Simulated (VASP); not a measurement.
Crystal: Si.

```xyz
5
Lattice="3.5867 2.0708 2.1264 -3.5867 2.0708 2.1264 0.0000 -4.1416 2.1264" Properties=species:S:1:pos:R:3 pbc="T T T"
Si    0.0000    0.0000    2.1022
Si    0.0000    0.0000    4.2769
Si    0.8047    2.0708    2.1264
Si   -2.1957   -0.3385    2.1264
Si    1.3910   -1.7323    2.1264
```

The cell was generated, and may not be a known phase.

| Item | Value |
| --- | --- |
| Program | VASP 6.6.1 |
| Task | relaxation of cell and atoms |
| Functional | PBE |
| Potentials or basis | VASP PAW PBE potentials, release 64 (Si) |
| Cutoff | 600 eV |
| k mesh | 6 × 6 × 6 |
| Occupations | gaussian, width 0.1 eV |
| Spin | no spin polarisation |

At the start: pressure 23.0 GPa; volume 18.95 Å³/atom.

Question: Where does the relaxation end?

Answer: Over 41 steps the energy falls by 586.8 meV/atom and the volume is 19.81 Å³/atom (+4.5 %); space group R32 (No. 155, to 0.1 Å) before and after.

Step by step:
```csv
step,energy change (eV),largest force (eV/Å),pressure (GPa),volume (Å³)
1,0.0000,2.4267,23.04,94.76
3,-1.4215,0.5148,0.34,115.91
5,-1.4710,0.4120,0.00,117.14
7,-1.5159,0.6133,-0.76,120.10
9,-1.6008,0.9023,0.47,119.93
11,-1.6479,0.4348,-0.48,120.98
13,-1.7339,0.2006,-0.60,118.75
15,-1.8922,0.6801,-0.08,107.35
17,-1.9931,0.5104,-1.14,105.20
19,-1.1755,5.6856,3.12,95.41
21,-2.0564,0.6080,-1.26,98.53
23,-2.1235,0.2130,-1.82,100.25
25,-2.3206,0.5762,4.40,92.06
27,-2.5167,0.6991,4.91,91.43
29,-2.5730,0.8748,5.65,90.77
31,-2.7543,0.9349,-1.56,98.46
33,-2.8114,0.7849,-0.86,97.96
35,-2.9185,0.5306,0.26,98.51
37,-2.9316,0.0499,-0.04,99.03
39,-2.9338,0.0523,0.04,99.00
41,-2.9340,0.0229,-0.06,99.07
```

Final structure:
```
Si
1.0
     3.84280    2.21864    1.93659
    -3.84280    2.21864    1.93659
     0.00000   -4.43729    1.93659
Si
5
Direct
  0.20406 0.20406 0.20406
  0.79594 0.79594 0.79594
  0.56334 0.43666 0.00000
  0.00000 0.56334 0.43666
  0.43666 0.00000 0.56334
```
